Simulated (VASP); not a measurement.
# Ti3Al (P-6m2) in VASP: further runs

Ti3Al is run at these levels: LDA; tasks: single point.

Program: VASP 6.6.1. These are calculated values, not measurements. Logs are shortened: lines on timing, memory, paths and dates and some standing lists are left out, and cuts for length are marked.

### Step 1. The cell of the first run

Symmetry: P-6m2, No. 187, hexagonal system. Conventional cell: a = 2.678 Å, b = 2.678 Å, c = 8.472 Å, α = 90.00°, β = 90.00°, γ = 120.00°. Within 3.4 Å of Ti (site symmetry -6m2) lie 12 Ti at 2.61 to 2.68 Å. Within 3.4 Å of Ti (site symmetry 3m) lie 9 Ti at 2.61 to 2.68 Å and 3 Al at 2.63 Å. Al (site symmetry -6m2) has 6 Ti at 2.63 Å and 6 Al at 2.68 Å within 3.5 Å.

### Step 2. Single point, LDA, collinear spin (13.15 Å³/atom)

INCAR reads:

```
SYSTEM = Ti3Al
ALGO = Fast
EDIFF = 1E-7
ENCUT = 520
ISIF = 2
ISMEAR = 0
ISPIN = 2
LASPH = .True.
LCHARG = .False.
LMAXMIX = 4
LORBIT = 11
LREAL = .False.
LWAVE = .False.
MAGMOM = 0.333 0.333 0.333 0
NBANDS = 32
NELM = 150
NUPDOWN = 1.0
PREC = Accurate
SIGMA = 0.15
```

KPOINTS reads:

```
k-points
0
Gamma
  18 18 6
  0 0 0
```

POSCAR reads:

```
Ti3Al
1.0
    2.6778321574      0.0000000000      0.0000000000
   -1.3389160787      2.3190706754      0.0000000000
    0.0000000000      0.0000000000      8.4720297974
Ti Al
3 1
Direct
    0.6666666667      0.3333333333      0.0000000000
    0.3333333333      0.6666666667      0.7515223655
    0.3333333333      0.6666666667      0.2484776345
    0.6666666667      0.3333333333      0.5000000000
```

Potentials or basis: VASP PAW LDA potentials, release 64 (Ti_sv, Al).

On the command line:

```console
> cat potpaw_LDA.64/Ti_sv/POTCAR potpaw_LDA.64/Al/POTCAR > POTCAR
> mpirun -np 1 vasp_std > vasp.out
```

OUTCAR:

```text
SYSTEM = Ti3Al
   EDIFF = 1E-7
   ENCUT = 520
   ISIF = 2
   ISMEAR = 0
   ISPIN = 2
   LASPH = .True.
   LORBIT = 11
   LREAL = .False.
   NELM = 150
   NUPDOWN = 1.0
   PREC = Accurate

 ion  position               nearest neighbor table
   1  0.667  0.333  0.000-   2 2.61   3 2.61   2 2.61   3 2.61   2 2.61   3 2.61
   2  0.333  0.667  0.752-   1 2.61   1 2.61   1 2.61   4 2.63   4 2.63   4 2.63
   3  0.333  0.667  0.248-   1 2.61   1 2.61   1 2.61   4 2.63   4 2.63   4 2.63
   4  0.667  0.333  0.500-   2 2.63   3 2.63   2 2.63   3 2.63   2 2.63   3 2.63

  LATTYP: Found a hexagonal cell.
 ALAT       =     2.6778321574
 C/A-ratio  =     3.1637643061

  Lattice vectors:

 A1 = (   2.6778321574,   0.0000000000,   0.0000000000)
 A2 = (  -1.3389160787,   2.3190706754,   0.0000000000)
 A3 = (   0.0000000000,   0.0000000000,   8.4720297974)

Analysis of symmetry for initial positions (statically):
=====================================================================
 Subroutine PRICEL returns:
 Original cell was already a primitive cell.

 Routine SETGRP: Setting up the symmetry group for a
 hexagonal supercell.

 Subroutine GETGRP returns: Found 12 space group operations
 (whereof 12 operations were pure point group operations)
 out of a pool of 24 trial point group operations.

The static configuration has the point symmetry D_3h.

Analysis of symmetry for dynamics (positions and initial velocities):
=====================================================================
 Subroutine PRICEL returns:
 Original cell was already a primitive cell.

 Routine SETGRP: Setting up the symmetry group for a
 hexagonal supercell.

 Subroutine GETGRP returns: Found 12 space group operations
 (whereof 12 operations were pure point group operations)
 out of a pool of 24 trial point group operations.

The dynamic configuration has the point symmetry D_3h.

Analysis of structural, dynamic, and magnetic symmetry:
=====================================================================
 Subroutine PRICEL returns:
 Original cell was already a primitive cell.

 Routine SETGRP: Setting up the symmetry group for a
 hexagonal supercell.

 Subroutine GETGRP returns: Found 12 space group operations
 (whereof 12 operations were pure point group operations)
 out of a pool of 24 trial point group operations.

The overall configuration has the point symmetry D_3h.

 Subroutine INISYM returns: Found 12 space group operations
 (whereof 12 operations are pure point group operations),
 and found     1 'primitive' translations

----------------------------------------------------------------------------------------

                                     Primitive cell

  volume of cell :      52.6120

  direct lattice vectors                    reciprocal lattice vectors
     2.677832157  0.000000000  0.000000000     0.373436400  0.215603606  0.000000000
    -1.338916079  2.319070675  0.000000000     0.000000000  0.431207212  0.000000000
     0.000000000  0.000000000  8.472029797     0.000000000  0.000000000  0.118035468

  length of vectors
     2.677832157  2.677832157  8.472029797     0.431207212  0.431207212  0.118035468

  position of ions in fractional coordinates (direct lattice)
     0.666666667  0.333333333  0.000000000
     0.333333333  0.666666667  0.751522366
     0.333333333  0.666666667  0.248477634
     0.666666667  0.333333333  0.500000000

  ion indices of the primitive-cell ions
   primitive index   ion index
                 1           1
                 2           2
                 3           3
                 4           4

----------------------------------------------------------------------------------------

 KPOINTS: k-points

Automatic generation of k-mesh.
 Grid dimensions read from file:
 generate k-points for:   18   18    6

 Generating k-lattice:

  Cartesian coordinates                     Fractional coordinates (reciprocal lattice)
     0.020746467  0.011977978  0.000000000     0.055555556  0.000000000  0.000000000
     0.000000000  0.023955956  0.000000000     0.000000000  0.055555556  0.000000000
     0.000000000  0.000000000  0.019672578     0.000000000  0.000000000  0.166666667

  Length of vectors
     0.023955956  0.023955956  0.019672578

  Shift w.r.t. Gamma in fractional coordinates (k-lattice)
     0.000000000  0.000000000  0.000000000

 Subroutine IBZKPT returns following result:
 ===========================================

 Found    148 irreducible k-points:

 Following reciprocal coordinates:
            Coordinates               Weight
  0.000000  0.000000  0.000000      1.000000
  0.055556 -0.000000  0.000000      6.000000
  0.111111 -0.000000  0.000000      6.000000
  0.166667  0.000000  0.000000      6.000000
  0.222222  0.000000  0.000000      6.000000
  0.277778 -0.000000  0.000000      6.000000
[... 16 lines left out ...]
  0.333333  0.111111  0.000000     12.000000
  0.388889  0.111111  0.000000     12.000000
 [... further k-points ...]
   k-points           NKPTS =    148   k-points in BZ     NKDIM =    148   number of bands    NBANDS=     32
   number of dos      NEDOS =    301   number of ions     NIONS =      4
   total plane-waves  NPLWV =  25600
   dimension x,y,z NGX =    20 NGY =   20 NGZ =   64
   dimension x,y,z NGXF=    40 NGYF=   40 NGZF=  128
   ions per type =               3   1
   NGX,Y,Z   is equivalent  to a cutoff of  12.42, 12.42, 12.56 a.u.
   NGXF,Y,Z  is equivalent  to a cutoff of  24.83, 24.83, 25.12 a.u.
 SYSTEM =  Ti3Al
   PREC   = accura    normal or accurate (medium, high low for compatibility)
   ISTART =      0    job   : 0-new  1-cont  2-samecut
   ICHARG =      2    charge: 1-file 2-atom 10-const
   ISPIN  =      2    spin polarized calculation?
   LNONCOLLINEAR =      F non collinear calculations
   LSORBIT =      F    spin-orbit coupling
   LASPH  =      T    aspherical Exc in radial PAW
   ENCUT  =  520.0 eV  38.22 Ry    6.18 a.u.   4.98  4.98 15.75*2*pi/ulx,y,z
   NELM   =    150;   NELMIN=  2; NELMDL= -5     # of ELM steps
   EDIFF  = 0.1E-06   stopping-criterion for ELM
   LREAL  =      F    real-space projection
   EDIFFG = 0.1E-05   stopping-criterion for IOM
   NSW    =      0    number of steps for IOM
   IBRION =     -1    ionic relax: 0-MD 1-quasi-New 2-CG
   NFREE  =      0    steps in history (QN), initial steepest desc. (CG)
   ISIF   =      2    stress and relaxation
   ISYM   =      2    0-nonsym 1-usesym 2-fastsym
   POTIM  = 0.5000    time-step for ionic-motion
   TEBEG  =    0.0;   TEEND  =   0.0 temperature during run
   PSTRESS=    0.0 pullay stress
   NELECT =      39.0000    total number of electrons
   NUPDOWN=       1.0000    fix difference up-down
   EMIN   =  10.00;   EMAX   =-10.00  energy-range for DOS
   EFERMI =   0.00;   METHOD = LEGACY
   ISMEAR =     0;   SIGMA  =   0.15  broadening in eV -4-tet -1-fermi 0-gaus
   EFERMI_NEDOS =   21; number of points for ismear=-14 and -15
   IALGO  =     68    algorithm
   IMIX   =      4    mixing-type and parameters
     AMIX     =   0.40;   BMIX     =  1.00
     AMIX_MAG =   1.60;   BMIX_MAG =  1.00
  volume/ion in A,a.u.               =      13.15        88.76
  Fermi-wavevector in a.u.,A,eV,Ry     =   1.481613  2.799842 29.867195  2.195177
  Thomas-Fermi vector in A             =   2.595501
   LORBIT       =     11    0 simple, 1 ext, 2 COOP (PROOUT), +10 PAW based schemes
   GGA     = CA    functional components
   LHFCALC =     F    Hartree Fock is set to
   AEXX    =    0.0000 exact exchange contribution
   IVDW    =     0    specifies the selected vdW correction
   LEPSILON=     F    determine dielectric tensor
   LRPA    =     F    only Hartree local field effects (RPA)
 spin polarized calculation
 RMM-DIIS sequential band-by-band and
 Gauss-broadening in eV      SIGMA  =   0.15
  energy-cutoff  :      520.00
  volume of cell :       52.61
 maximum number of plane-waves:      1448
 NGX is ok and might be reduce to    20
   NGX =  9   NGY =  9   NGZ = 31

 number of electron      39.0000000 magnetization       1.0000000

 Free energy of the ion-electron system (eV)
  ---------------------------------------------------
  ext. energy  EPLUGINS =         0.00000000
  ---------------------------------------------------
  free energy    TOTEN  =       -29.23679100 eV

  energy without entropy =      -29.19570045  energy(sigma->0) =      -29.21624572

 E-fermi :  10.6664     XC(G=0): -12.6905

 val. band max:       10.9796446270   @ k =   0.3333   0.2222   0.5000
 cond. band min:      10.6709396280   @ k =   0.2778   0.2222   0.1667
 fundamental gap:     -0.3087049990
 Fermi energy:        10.9802536925

 spin component 1

 k-point     1 :       0.0000    0.0000    0.0000
  band No.  band energies     occupation
      1     -44.9216      1.00000
      2     -44.7518      1.00000
      3     -44.6077      1.00000
      4     -22.1445      1.00000
      5     -21.5410      1.00000
      6     -20.8969      1.00000
[... 805 lines left out ...]
     30      16.3280      0.00000
     31      17.0573      0.00000

 [... further k-points ...]

 spin component 2

 k-point     1 :       0.0000    0.0000    0.0000
  band No.  band energies     occupation
      1     -44.7459      1.00000
      2     -44.5874      1.00000
      3     -44.4339      1.00000
      4     -21.9683      1.00000
      5     -21.3727      1.00000
      6     -20.7227      1.00000
[... 805 lines left out ...]
     30      16.4991      0.00000
     31      17.2379      0.00000

 [... further k-points ...]

 [bands above 31 left out]

------------------------ aborting loop because EDIFF is reached ----------------------------------------

  FORCE on cell =-STRESS in cart. coord.  units (eV):
  Direction    XX          YY          ZZ          XY          YZ          ZX
  --------------------------------------------------------------------------------------
  -------------------------------------------------------------------------------------
  Total       10.3465536     10.3465536     12.2744601      0.0000000     -0.0000000      0.0000000
  in kB      315.0804692    315.0804692    373.7904219      0.0000000     -0.0000000      0.0000000
  external PRESSURE =     334.6504534 kB  Pullay stress =       0.0000000 kB

 VOLUME and BASIS-vectors are now :
 -----------------------------------------------------------------------------
  energy-cutoff  :      520.00
  volume of cell :       52.61
      direct lattice vectors                 reciprocal lattice vectors
     2.677832157  0.000000000  0.000000000     0.373436400  0.215603606  0.000000000
    -1.338916079  2.319070675  0.000000000     0.000000000  0.431207212  0.000000000
     0.000000000  0.000000000  8.472029797     0.000000000  0.000000000  0.118035468

 POSITION                                       TOTAL-FORCE (eV/Angst)
 -----------------------------------------------------------------------------------
      1.33892      0.77302      0.00000         0.000000      0.000000      0.000000
     -0.00000      1.54605      6.36692         0.000000      0.000000     -0.187056
     -0.00000      1.54605      2.10511        -0.000000     -0.000000      0.187056
      1.33892      0.77302      4.23601         0.000000      0.000000      0.000000
 -----------------------------------------------------------------------------------
    total drift:                                0.000001     -0.000000     -0.000000

  FREE ENERGIE OF THE ION-ELECTRON SYSTEM (eV)
  ---------------------------------------------------
  free  energy   TOTEN  =       -29.2367909993 eV

  energy  without entropy=      -29.1957004499  energy(sigma->0) =      -29.21624572

 total charge

# of ion       s       p       d       tot
------------------------------------------
    1        2.323   6.170   2.212  10.705
    2        2.293   6.187   2.174  10.654
    3        2.293   6.187   2.174  10.654
    4        0.462   0.470   0.000   0.932
--------------------------------------------------
tot          7.372  19.013   6.559  32.944

 magnetization (x)

# of ion       s       p       d       tot
------------------------------------------
    1        0.004   0.030   0.202   0.236
    2        0.005   0.029   0.177   0.211
    3        0.005   0.029   0.177   0.211
    4        0.007   0.023   0.000   0.030
--------------------------------------------------
tot          0.021   0.111   0.556   0.688
```

Wall time 24 min (1 thread of Intel Xeon 8259CL, shared host); peak memory 0.43 GiB.

What came out:

```
Free energy                                           : -29.2368 eV
Pressure                                              : 33.5 GPa
Largest force                                         : 0.187 eV/Å
Net moment                                            : 1.00 μB per cell
Site moments                                          : Ti +0.24, +0.21 (each value once); Al +0.03 μB
Valence electrons inside the program's atomic spheres : Ti 10.71, 10.65 (each value once); Al 0.93
```

Forces on the atoms (eV/Å):
```
Ti   0.000  0.000  0.000
Ti   0.000  0.000 -0.187
Ti   0.000  0.000  0.187
Al   0.000  0.000  0.000
```

Caveat: the stress differs along the axes, from 32 to 37 GPa; the total moment is fixed, so each spin has its own Fermi level and the state may be an excited one.

### Step 3. Single point, LDA, collinear spin (13.15 Å³/atom)

INCAR reads:

```
PREC = Accurate
ENCUT = 520
EDIFF = 1E-6
ISMEAR = 0
SIGMA = 0.15
LREAL = F
LASPH = T
NELM = 150
ALGO = Fast
ISIF = 2
LWAVE = F
LCHARG = T
ISPIN = 2
MAGMOM = 0.5 0.5 0.5 0
LORBIT = 11
NUPDOWN = 1.5
LMAXMIX = 4
GGA = CA
LELF = T
LVHAR = T
NBANDS = 32
```

KPOINTS reads:

```
Automatic mesh
0
Gamma
  18 18 6
```

POSCAR is that of step 2.

Potentials or basis: VASP PAW LDA potentials, release 64 (Ti_sv, Al).

On the command line:

```console
> cat potpaw_LDA.64/Ti_sv/POTCAR potpaw_LDA.64/Al/POTCAR > POTCAR
> mpirun -np 1 vasp_std > vasp.out
```

Wall time 15 min (1 thread of Intel Xeon Platinum 8488C (Sapphire Rapids), shared host); peak memory 0.41 GiB.

The run converged. Its results:

```yaml
Free_energy: -29.1347 eV
Pressure: 33.7 GPa
Largest_force: 0.246 eV/Å
Net_moment: 1.50 μB per cell
Site_moments: Ti +0.35, +0.33 (each value once); Al +0.04 μB
Valence_electrons_inside_the_program's_atomic_spheres: Ti 10.71, 10.66 (each value once); Al 0.93
```

Forces in eV/Å, atoms in the order of the input:
```
Ti   0.000  0.000  0.000
Ti   0.000  0.000 -0.246
Ti   0.000  0.000  0.246
Al   0.000  0.000  0.000
```

Stress tensor (GPa, compression positive):
```
31.40  0.00  0.00
 0.00 31.40  0.00
 0.00  0.00 38.24
```

Caveat: the stress differs along the axes, from 31 to 38 GPa; the total moment is fixed, so each spin has its own Fermi level and the state may be an excited one.

### Step 4. Single point, LDA, collinear spin (17.48 Å³/atom)

This run uses another cell than the first one, of 17.48 Å³/atom.

INCAR reads:

```
SYSTEM = Ti3Al
ALGO     = Normal         ! electronic algorithm
EDIFF    = 1E-6           ! SCF threshold, eV
ENCUT    = 520            ! plane-wave cutoff, eV
GGA      = CA             ! functional
ISIF     = 2              ! what is computed and relaxed
ISMEAR   = 0              ! smearing method
ISPIN    = 2              ! spin polarisation
LASPH    = .True.         ! aspherical terms in the spheres
LCHARG   = .False.        ! write CHGCAR
LMAXMIX  = 4              ! l up to which the mixer works
LORBIT   = 11             ! projections on sites
LREAL    = .False.        ! projectors in reciprocal space
LWAVE    = .False.        ! write WAVECAR
MAGMOM   = 0.333 0.333 0.333 0 ! initial moments
NBANDS   = 32             ! bands
NELM     = 150            ! most SCF steps
NUPDOWN  = 1.0            ! fixed moment
PREC     = Accurate       ! precision mode
SIGMA    = 0.15           ! smearing width, eV
```

KPOINTS reads:

```
k-points
0
Gamma
  18 18 6
  0 0 0
```

POSCAR reads:

```
Ti3Al
1.0
    2.9442887422      0.0000000000      0.0000000000
   -1.4721443711      2.5498288469      0.0000000000
    0.0000000000      0.0000000000      9.3150356298
Ti Al
3 1
Direct
    0.6666666667      0.3333333333      0.0000000000
    0.3333333333      0.6666666667      0.7515223655
    0.3333333333      0.6666666667      0.2484776345
    0.6666666667      0.3333333333      0.5000000000
```

On the command line:

```console
> cat potpaw_LDA.64/Ti_sv/POTCAR potpaw_LDA.64/Al/POTCAR > POTCAR
> mpirun -np 1 vasp_std > vasp.out
```

Wall time 24 min (1 thread of Oxide Virtual Turin-like, shared host); peak memory 0.48 GiB.

The run converged. Its results:

```yaml
Free_energy: -30.1195 eV
Pressure: -8.8 GPa
Largest_force: 0.015 eV/Å
Net_moment: 1.00 μB per cell
Site_moments: Ti +0.17, +0.24 (each value once); Al +0.01 μB
Valence_electrons_inside_the_program's_atomic_spheres: Ti 10.27, 10.24 (each value once); Al 0.80
```

Forces in eV/Å, atoms in the order of the input:
```
Ti   0.000  0.000  0.000
Ti   0.000  0.000  0.015
Ti   0.000  0.000 -0.015
Al   0.000  0.000  0.000
```

Stress tensor (GPa, compression positive):
```
-8.75  0.00  0.00
 0.00 -8.75  0.00
 0.00  0.00 -8.88
```

Caveat: the cell stands under tension; the total moment is fixed, so each spin has its own Fermi level and the state may be an excited one.

### Step 5. Summary

| fixed moment (μB) | cell | pressure (GPa) | moment (μB) | largest force (eV/Å) |
| --- | --- | --- | --- | --- |
| 1.0 | a = 2.678, b = 2.678, c = 8.472 Å, angles 90.0, 90.0, 120.0°, 4 atoms | 33.5 | 1.00 | 0.19 |
| 1.5 | a = 2.678, b = 2.678, c = 8.472 Å, angles 90.0, 90.0, 120.0°, 4 atoms | 33.7 | 1.50 | 0.25 |
| 1.0 | a = 2.944, b = 2.944, c = 9.315 Å, angles 90.0, 90.0, 120.0°, 4 atoms | -8.8 | 1.00 | 0.02 |

Alike in all rows: task single point; level LDA; potentials or basis VASP PAW LDA potentials, release 64 (Ti_sv, Al); spin collinear; k mesh 18 × 18 × 6; cutoff (eV) 520; smearing gaussian 0.15 eV.

Caveats: the total moment is fixed, so each spin has its own Fermi level and the state may be an excited one; the stress differs along the axes, from 32 to 37 GPa (at least some runs); the stress differs along the axes, from 31 to 38 GPa (at least some runs); the cell stands under tension (at least some runs).

Total energies depend on the potentials used, so only differences within one code and one set of settings carry meaning.
